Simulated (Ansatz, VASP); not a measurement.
**SiC: VASP beside Ansatz**

Contents of INCAR:

```
ALGO = Normal ; EDIFF = 1E-7
ENCUT = 520 ; GGA = PS
ISIF = 2 ; ISMEAR = 1
LASPH = True ; LCHARG = False
LREAL = False ; LWAVE = False
NBANDS = 16 ; NELM = 80
PREC = Accurate ; SIGMA = 0.05
```

KPOINTS

```
k-points
0
Gamma
  6 6 4
```

The input POSCAR:

```
SiC
1.0
    3.0753564236      0.0000000000      0.0000000000
   -1.5376782118      2.6633367885      0.0000000000
    0.0000000000      0.0000000000      5.0481087552
Si C
2 2
Direct
    0.3333333333      0.6666666667      0.4995917705
    0.6666666667      0.3333333333      0.9995917705
    0.3333333333      0.6666666667      0.8754082295
    0.6666666667      0.3333333333      0.3754082295
```

Input for Ansatz:

```yaml
crystal:
  lattice:
    - [3.0753564236, 0.0, 0.0]
    - [-1.5376782118, 2.6633367885, 0.0]
    - [0.0, 0.0, 5.0481087552]
  atoms:
    - { symbol: Si, position: [0.3333333333, 0.6666666667, 0.4995917705] }
    - { symbol: Si, position: [0.6666666667, 0.3333333333, 0.9995917705] }
    - { symbol: C, position: [0.3333333333, 0.6666666667, 0.8754082295] }
    - { symbol: C, position: [0.6666666667, 0.3333333333, 0.3754082295] }
kpoints:
  mp_grid: { grid: [6, 6, 4] }
hamiltonian:
  xc: pbesol
scf:
  occupations: { method: methfessel_paxton, width: 0.05 }
  n_extra_bands: 5
output:
  forces: true
  stress: true
  eigenvalues: true
```

Alike in both runs: task single point; functional PBEsol; k mesh 6 × 6 × 4; occupations methfessel-paxton of order 1, width 0.05 eV; no spin polarisation.

|  | VASP | Ansatz |
| --- | --- | --- |
| version | VASP 6.6.1 | Ansatz 0.2.0 |
| potentials or method | VASP PAW PBE potentials, release 64 (Si, C) | plane waves |
| plane-wave cutoff (eV) | 520 | 420 |
| valence electrons in the cell | 16 | 16 |

```csv
,VASP,Ansatz,Ansatz less VASP
gap on the k mesh at the Fermi level (eV),2.11,2.12,+0.011
pressure (GPa),0.4,0.1,-0.36
"traceless stress, the component that is largest in VASP (GPa)",-0.21,-0.21,0.000
rms of the force components (eV/Å),0.002,0.003,+0.0006
```

VASP's potentials were made for PBE, not for PBEsol. Atom by atom the forces differ by 0.001 eV/Å (rms over components).
